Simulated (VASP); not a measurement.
# SnS (Pnma) in VASP: single point with r2SCAN

Aim: the single point of SnS with r2SCAN.

Program: VASP 6.6.1. These are calculated values, not measurements. Logs are shortened: lines on timing, memory, paths and dates and some standing lists are left out, and cuts for length are marked.

**Measured values to compare with.**

“Linear dichroism of the optical properties of SnS and SnSe van der Waals crystals”, 2024, arxiv:2409.17412 reports, for a bulk crystal of SnS at 20 K: band gap 1.16 eV (indirect).

How close the calculation comes is told below.

## 1. The cell of the first run

Symmetry: Pnma, No. 62, orthorhombic system. The conventional cell has a = 11.218 Å, b = 3.962 Å, c = 4.433 Å, α = 90.00°, β = 90.00°, γ = 90.00°. Sn (site symmetry m) has 6 S at 2.63 to 3.42 Å and 2 Sn at 3.51 Å within 3.6 Å. S (site symmetry m) has 6 Sn at 2.63 to 3.42 Å within 3.5 Å.

## 2. Single point, r2SCAN

The input, POSCAR:

```
SnS
1.0
   11.2184901745      0.0000000000      0.0000000000
    0.0000000000      3.9617506867      0.0000000000
    0.0000000000      0.0000000000      4.4334766993
Sn S
4 4
Direct
    0.1191823307      0.2500000000      0.1258110872
    0.3808176693      0.7500000000      0.6258110872
    0.6191823307      0.2500000000      0.3741889128
    0.8808176693      0.7500000000      0.8741889128
    0.8494992912      0.2500000000      0.4871020010
    0.6505007088      0.7500000000      0.9871020010
    0.3494992912      0.2500000000      0.0128979990
    0.1505007088      0.7500000000      0.5128979990
```

The input, INCAR.step1:

```
PREC = Accurate
ENCUT = 550
ISMEAR = 0
SIGMA = 0.01
LREAL = False
LASPH = True
NELM = 120
NBANDS = 50
GGA = PE
ALGO = Normal
EDIFF = 1E-5
LWAVE = True
LCHARG = False
GGA_COMPAT = False
```

The input, INCAR.step2:

```
PREC = Accurate
ENCUT = 550
EDIFF = 1E-6
ISMEAR = 0
SIGMA = 0.01
LREAL = False
LASPH = True
NELM = 120
ALGO = Normal
ISIF = 2
LWAVE = False
LCHARG = False
METAGGA = R2SCAN
LMIXTAU = True
NBANDS = 50
ISTART = 1
GGA_COMPAT = False
```

The input, KPOINTS:

```
regular mesh
0
Gamma
  2 6 6
```

Potentials or basis: VASP PAW PBE potentials, release 64 (Sn_d, S).

Started as:

```
$ cat potpaw_PBE.64/Sn_d/POTCAR potpaw_PBE.64/S/POTCAR > POTCAR
$ cp INCAR.step1 INCAR
$ mpirun -np 1 vasp_std > vasp.out
$ cp INCAR.step2 INCAR
$ mpirun -np 1 vasp_std > vasp.out
```

OUTCAR:

```text
PREC = Accurate
   ENCUT = 550
   EDIFF = 1E-6
   ISMEAR = 0
   LREAL = False
   LASPH = True
   NELM = 120
   ISIF = 2
   METAGGA = R2SCAN
   ISTART = 1

 ion  position               nearest neighbor table
   1  0.119  0.250  0.126-   7 2.63   8 2.64   8 2.64   4 3.51   4 3.51
   2  0.381  0.750  0.626-   8 2.63   7 2.64   7 2.64   3 3.51   3 3.51
   3  0.619  0.250  0.374-   5 2.63   6 2.64   6 2.64   2 3.51   2 3.51
   4  0.881  0.750  0.874-   6 2.63   5 2.64   5 2.64   1 3.51   1 3.51
   5  0.849  0.250  0.487-   3 2.63   4 2.64   4 2.64
   6  0.651  0.750  0.987-   4 2.63   3 2.64   3 2.64
   7  0.349  0.250  0.013-   1 2.63   2 2.64   2 2.64
   8  0.151  0.750  0.513-   2 2.63   1 2.64   1 2.64

  LATTYP: Found a simple orthorhombic cell.
 ALAT       =     3.9617506867
 B/A-ratio  =     1.1190700904
 C/A-ratio  =     2.8317001906

  Lattice vectors:

 A1 = (   0.0000000000,   3.9617506867,   0.0000000000)
 A2 = (   0.0000000000,   0.0000000000,   4.4334766993)
 A3 = (  11.2184901745,   0.0000000000,   0.0000000000)

Analysis of symmetry for initial positions (statically):
=====================================================================
 Subroutine PRICEL returns:
 Original cell was already a primitive cell.

 Routine SETGRP: Setting up the symmetry group for a
 simple orthorhombic supercell.

 Subroutine GETGRP returns: Found  8 space group operations
 (whereof  2 operations were pure point group operations)
 out of a pool of  8 trial point group operations.

The static configuration has the point symmetry S_2 .
 The point group associated with its full space group is D_2h.

Analysis of symmetry for dynamics (positions and initial velocities):
=====================================================================
 Subroutine PRICEL returns:
 Original cell was already a primitive cell.

 Routine SETGRP: Setting up the symmetry group for a
 simple orthorhombic supercell.

 Subroutine GETGRP returns: Found  8 space group operations
 (whereof  2 operations were pure point group operations)
 out of a pool of  8 trial point group operations.

The dynamic configuration has the point symmetry S_2 .
 The point group associated with its full space group is D_2h.

 Subroutine INISYM returns: Found  8 space group operations
 (whereof  2 operations are pure point group operations),
 and found     1 'primitive' translations

----------------------------------------------------------------------------------------

                                     Primitive cell

  volume of cell :     197.0453

  direct lattice vectors                    reciprocal lattice vectors
    11.218490174  0.000000000  0.000000000     0.089138555  0.000000000  0.000000000
     0.000000000  3.961750687  0.000000000     0.000000000  0.252413662  0.000000000
     0.000000000  0.000000000  4.433476699     0.000000000  0.000000000  0.225556616

  length of vectors
    11.218490174  3.961750687  4.433476699     0.089138555  0.252413662  0.225556616

  position of ions in fractional coordinates (direct lattice)
     0.119182331  0.250000000  0.125811087
     0.380817669  0.750000000  0.625811087
     0.619182331  0.250000000  0.374188913
     0.880817669  0.750000000  0.874188913
     0.849499291  0.250000000  0.487102001
     0.650500709  0.750000000  0.987102001
     0.349499291  0.250000000  0.012897999
     0.150500709  0.750000000  0.512897999

  ion indices of the primitive-cell ions
   primitive index   ion index
                 1           1
                 2           2
                 3           3
                 4           4
                 5           5
                 6           6
                 7           7
                 8           8

----------------------------------------------------------------------------------------

 KPOINTS: regular mesh

Automatic generation of k-mesh.
 Grid dimensions read from file:
 generate k-points for:    2    6    6

 Generating k-lattice:

  Cartesian coordinates                     Fractional coordinates (reciprocal lattice)
     0.044569277  0.000000000  0.000000000     0.500000000  0.000000000  0.000000000
     0.000000000  0.042068944  0.000000000     0.000000000  0.166666667  0.000000000
     0.000000000  0.000000000  0.037592769     0.000000000  0.000000000  0.166666667

  Length of vectors
     0.044569277  0.042068944  0.037592769

  Shift w.r.t. Gamma in fractional coordinates (k-lattice)
     0.000000000  0.000000000  0.000000000

 Subroutine IBZKPT returns following result:
 ===========================================

 Found     32 irreducible k-points:

 Following reciprocal coordinates:
            Coordinates               Weight
  0.000000  0.000000  0.000000      1.000000
  0.500000  0.000000  0.000000      1.000000
  0.000000  0.166667  0.000000      2.000000
  0.500000  0.166667  0.000000      2.000000
  0.000000  0.333333  0.000000      2.000000
  0.500000  0.333333  0.000000      2.000000
[... 16 lines left out ...]
  0.000000  0.500000  0.333333      2.000000
  0.500000  0.500000  0.333333      2.000000
 [... further k-points ...]
   k-points           NKPTS =     32   k-points in BZ     NKDIM =     32   number of bands    NBANDS=     50
   number of dos      NEDOS =    301   number of ions     NIONS =      8
   total plane-waves  NPLWV =  97200
   dimension x,y,z NGX =    90 NGY =   30 NGZ =   36
   dimension x,y,z NGXF=   180 NGYF=   60 NGZF=   72
   ions per type =               4   4
   NGX,Y,Z   is equivalent  to a cutoff of  13.34, 12.59, 13.50 a.u.
   NGXF,Y,Z  is equivalent  to a cutoff of  26.67, 25.18, 27.00 a.u.
 SYSTEM =  unknown system
   PREC   = accura    normal or accurate (medium, high low for compatibility)
   ISTART =      1    job   : 0-new  1-cont  2-samecut
   ICHARG =      0    charge: 1-file 2-atom 10-const
   ISPIN  =      1    spin polarized calculation?
   LNONCOLLINEAR =      F non collinear calculations
   LSORBIT =      F    spin-orbit coupling
   LASPH  =      T    aspherical Exc in radial PAW
   ENCUT  =  550.0 eV  40.42 Ry    6.36 a.u.  21.45  7.58  8.48*2*pi/ulx,y,z
   NELM   =    120;   NELMIN=  2; NELMDL=  0     # of ELM steps
   EDIFF  = 0.1E-05   stopping-criterion for ELM
   LREAL  =      F    real-space projection
   EDIFFG = 0.1E-04   stopping-criterion for IOM
   NSW    =      0    number of steps for IOM
   IBRION =     -1    ionic relax: 0-MD 1-quasi-New 2-CG
   NFREE  =      0    steps in history (QN), initial steepest desc. (CG)
   ISIF   =      2    stress and relaxation
   ISYM   =      2    0-nonsym 1-usesym 2-fastsym
   POTIM  = 0.5000    time-step for ionic-motion
   TEBEG  =    0.0;   TEEND  =   0.0 temperature during run
   PSTRESS=    0.0 pullay stress
   NELECT =      80.0000    total number of electrons
   NUPDOWN=      -1.0000    fix difference up-down
   EMIN   =  10.00;   EMAX   =-10.00  energy-range for DOS
   EFERMI =   0.00;   METHOD = LEGACY
   ISMEAR =     0;   SIGMA  =   0.01  broadening in eV -4-tet -1-fermi 0-gaus
   EFERMI_NEDOS =   21; number of points for ismear=-14 and -15
   IALGO  =     38    algorithm
   IMIX   =      4    mixing-type and parameters
     AMIX     =   0.40;   BMIX     =  1.00
     AMIX_MAG =   1.60;   BMIX_MAG =  1.00
  volume/ion in A,a.u.               =      24.63       166.22
  Fermi-wavevector in a.u.,A,eV,Ry     =   1.212224  2.290771 19.993581  1.469487
  Thomas-Fermi vector in A             =   2.347715
   LORBIT       =      0    0 simple, 1 ext, 2 COOP (PROOUT), +10 PAW based schemes
   METAGGA = R2SCAN    functional components
   LHFCALC =     F    Hartree Fock is set to
   AEXX    =    0.0000 exact exchange contribution
   IVDW    =     0    specifies the selected vdW correction
   LEPSILON=     F    determine dielectric tensor
   LRPA    =     F    only Hartree local field effects (RPA)
 non-spin polarized calculation
 Gauss-broadening in eV      SIGMA  =   0.01
  energy-cutoff  :      550.00
  volume of cell :      197.05
 maximum number of plane-waves:      5853
 NGX is ok and might be reduce to    90
   NGX = 43   NGY = 15   NGZ = 17

 number of electron      80.0000003 magnetization

 Free energy of the ion-electron system (eV)
  ---------------------------------------------------
  ext. energy  EPLUGINS =         0.00000000
  ---------------------------------------------------
  free energy    TOTEN  =      -134.84992342 eV

  energy without entropy =     -134.84992342  energy(sigma->0) =     -134.84992342

 E-fermi :   5.9523     XC(G=0): -10.3420

 val. band max:        5.8962908815   @ k =   0.5000   0.0000   0.5000
 cond. band min:       6.9822559094   @ k =   0.0000   0.3333   0.0000
 fundamental gap:      1.0859650278
 Fermi energy:         5.9523114870

 k-point     1 :       0.0000    0.0000    0.0000
  band No.  band energies     occupation
      1     -16.0775      2.00000
      2     -16.0574      2.00000
      3     -16.0494      2.00000
      4     -16.0382      2.00000
      5     -16.0379      2.00000
      6     -16.0328      2.00000
[... 42 lines left out ...]
     49      11.1409      0.00000
     50      11.7089      0.00000

 k-point     2 :       0.5000    0.0000    0.0000
  band No.  band energies     occupation
      1     -16.0697      2.00000
      2     -16.0697      2.00000
      3     -16.0419      2.00000
      4     -16.0419      2.00000
      5     -16.0364      2.00000
      6     -16.0364      2.00000
[... 42 lines left out ...]
     49      11.2130      0.00000
     50      11.2130      0.00000

 k-point     3 :       0.0000    0.1667    0.0000
  band No.  band energies     occupation
      1     -16.0690      2.00000
      2     -16.0551      2.00000
      3     -16.0429      2.00000
      4     -16.0411      2.00000
      5     -16.0392      2.00000
      6     -16.0334      2.00000
[... 1102 lines left out ...]
     49      11.3234      0.00000
     50      11.3234      0.00000

 k-point    24 :       0.5000    0.5000    0.3333
  band No.  band energies     occupation
      1     -16.0680      2.00000
      2     -16.0680      2.00000
      3     -16.0680      2.00000
      4     -16.0680      2.00000
      5     -16.0233      2.00000
      6     -16.0233      2.00000
[... 42 lines left out ...]
     49      11.9713      0.00000
     50      11.9713      0.00000

 [... further k-points ...]
[... 5 lines left out ...]
  --------------------------------------------------------------------------------------
  -------------------------------------------------------------------------------------
  Total        1.1038821      1.0818119      1.1843914      0.0000000      0.0000000      0.0000000
  in kB        8.9756784      8.7962254      9.6303004      0.0000000      0.0000000      0.0000000
  external PRESSURE =       9.1340681 kB  Pullay stress =       0.0000000 kB

 VOLUME and BASIS-vectors are now :
 -----------------------------------------------------------------------------
  energy-cutoff  :      550.00
  volume of cell :      197.05
      direct lattice vectors                 reciprocal lattice vectors
    11.218490174  0.000000000  0.000000000     0.089138555  0.000000000  0.000000000
     0.000000000  3.961750687  0.000000000     0.000000000  0.252413662  0.000000000
     0.000000000  0.000000000  4.433476699     0.000000000  0.000000000  0.225556616

 POSITION                                       TOTAL-FORCE (eV/Angst)
 -----------------------------------------------------------------------------------
      1.33705      0.99044      0.55778         0.009368      0.000000      0.005183
      4.27220      2.97131      2.77452        -0.009368      0.000000      0.005183
      6.94629      0.99044      1.65896         0.009368      0.000000     -0.005183
      9.88144      2.97131      3.87570        -0.009368     -0.000000     -0.005183
      9.53010      0.99044      2.15956        -0.011201     -0.000000      0.005251
      7.29764      2.97131      4.37629         0.011201     -0.000000      0.005251
      3.92085      0.99044      0.05718        -0.011201     -0.000000     -0.005251
      1.68839      2.97131      2.27392         0.011201     -0.000000     -0.005251
 -----------------------------------------------------------------------------------
    total drift:                               -0.000000      0.000000     -0.000000

  FREE ENERGIE OF THE ION-ELECTRON SYSTEM (eV)
  ---------------------------------------------------
  free  energy   TOTEN  =      -134.8499234187 eV

  energy  without entropy=     -134.8499234187  energy(sigma->0) =     -134.84992342
```

It took 40 min on 1 thread of Oxide Virtual Turin-like, shared host; peak memory 0.45 GiB.

What came out:

| Property | Result |
| --- | --- |
| Free energy | -134.8499 eV |
| Pressure | 0.9 GPa |
| Largest force | 0.012 eV/Å |
| Band gap on the k mesh | 1.09 eV (least direct gap 1.38 eV) |

Forces on the atoms (eV/Å):
```
Sn   0.009  0.000  0.005
Sn  -0.009  0.000  0.005
Sn   0.009  0.000 -0.005
Sn  -0.009  0.000 -0.005
S   -0.011  0.000  0.005
S    0.011  0.000  0.005
S   -0.011  0.000 -0.005
S    0.011  0.000 -0.005
```

Levels at points of the mesh, in eV from the valence-band top:
| k point | band 36 | band 37 | band 38 | band 39 | band 40 | band 41 | band 42 | band 43 | band 44 | band 45 |
| --- | --- | --- | --- | --- | --- | --- | --- | --- | --- | --- |
| (0.00, 0.00, 0.00) | -2.30 | -2.06 | -1.09 | -0.97 | -0.44 | 1.26 | 3.01 | 3.15 | 3.22 | 3.47 |
| (0.50, 0.00, 0.00) | -2.32 | -2.26 | -2.26 | -0.64 | -0.64 | 2.80 | 2.80 | 2.88 | 2.88 | 4.25 |
| (0.00, 0.50, 0.00) | -2.28 | -1.17 | -1.17 | -1.09 | -1.09 | 1.58 | 1.58 | 1.87 | 1.87 | 2.51 |
| (0.50, 0.50, 0.00) | -2.59 | -1.26 | -1.26 | -1.26 | -1.26 | 1.92 | 1.92 | 1.92 | 1.92 | 2.93 |
| (0.00, 0.00, 0.50) | -1.94 | -1.08 | -1.08 | -0.01 | -0.01 | 1.79 | 1.79 | 2.32 | 2.32 | 2.63 |
| (0.50, 0.00, 0.50) | -2.40 | -0.91 | -0.91 | 0.00 | 0.00 | 1.77 | 1.77 | 2.28 | 2.28 | 2.67 |
| (0.00, 0.50, 0.50) | -3.51 | -2.40 | -2.40 | -1.49 | -1.49 | 3.05 | 3.05 | 3.17 | 3.17 | 4.88 |
| (0.50, 0.50, 0.50) | -4.02 | -1.68 | -1.68 | -1.68 | -1.68 | 2.90 | 2.90 | 2.90 | 2.90 | 4.71 |

Caveat: the PAW data sets were made with another functional, which shifts forces and pressure a little; spin-orbit coupling is left out, which moves the levels of the heavy elements.

## 3. Comparison with measurements

Step 2. Against the measured gap of SnS, 1.16 eV (indirect; 20 K; “Linear dichroism of the optical properties of SnS and SnSe van der Waals crystals”, 2024, arxiv:2409.17412), the calculated 1.09 eV is off by -0.07 eV. 2 values of this kind are on record (1.09 to 1.16 eV); this one was drawn at random. Spin-orbit coupling on Sn is left out. The value is that of r2SCAN on a finite k mesh, which can miss the band edges, without temperature or zero-point motion.
